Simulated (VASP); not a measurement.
Crystal: Pt.

```
CELL_PARAMETERS angstrom
-2.43930 2.43930 1.33186
2.43930 -2.43930 1.33186
2.43930 2.43930 -1.33186
ATOMIC_POSITIONS crystal
Pt 0.00000 0.00000 0.00000
Pt 0.75000 0.25000 0.50000
```

| Property | Result |
| --- | --- |
| Program | VASP 6.6.1 |
| Task | relaxation of cell and atoms |
| Functional | RPBE |
| Potentials or basis | VASP PAW PBE potentials, release 64 (Pt) |
| Cutoff | 600 eV |
| k mesh | 13 × 13 × 9 |
| Occupations | fermi-dirac, width 0.1 eV |
| Spin | no spin polarisation |

At the start: pressure 24.2 GPa; volume 15.85 Å³/atom.

Question: Where does the relaxation end?

Answer: Over 10 steps the energy falls by 112.6 meV/atom and the volume is 17.47 Å³/atom (+10.2 %); space group I4_1/amd (No. 141, to 0.1 Å) before and after.

The path:
```csv
step,energy change (eV),largest force (eV/Å),pressure (GPa),volume (Å³)
1,0.0000,0.0004,24.15,31.70
2,0.6039,0.0005,-22.56,43.96
3,-0.2228,0.0010,-1.72,35.27
4,-0.2244,0.0010,-0.39,35.01
5,-0.2244,0.0010,-0.02,34.94
6,-0.2251,0.0015,0.15,34.91
7,-0.2252,0.0014,0.10,34.91
8,-0.2252,0.0014,0.11,34.91
9,-0.2252,0.0020,-0.15,34.96
10,-0.2252,0.0017,0.01,34.93
```

Final structure:
```cif
data_structure
_symmetry_space_group_name_H-M 'P 1'
_symmetry_Int_Tables_number 1
_cell_length_a 3.8312
_cell_length_b 3.8312
_cell_length_c 3.8312
_cell_angle_alpha 97.252
_cell_angle_beta 97.252
_cell_angle_gamma 138.357
_cell_volume 34.93
loop_
_atom_site_label
_atom_site_type_symbol
_atom_site_fract_x
_atom_site_fract_y
_atom_site_fract_z
_atom_site_occupancy
Pt1 Pt 0.00001 0.99999 0.00000 1
Pt2 Pt 0.74999 0.25001 0.50000 1
```

Caveat: the PAW data sets were made with another functional, which shifts forces and pressure a little.
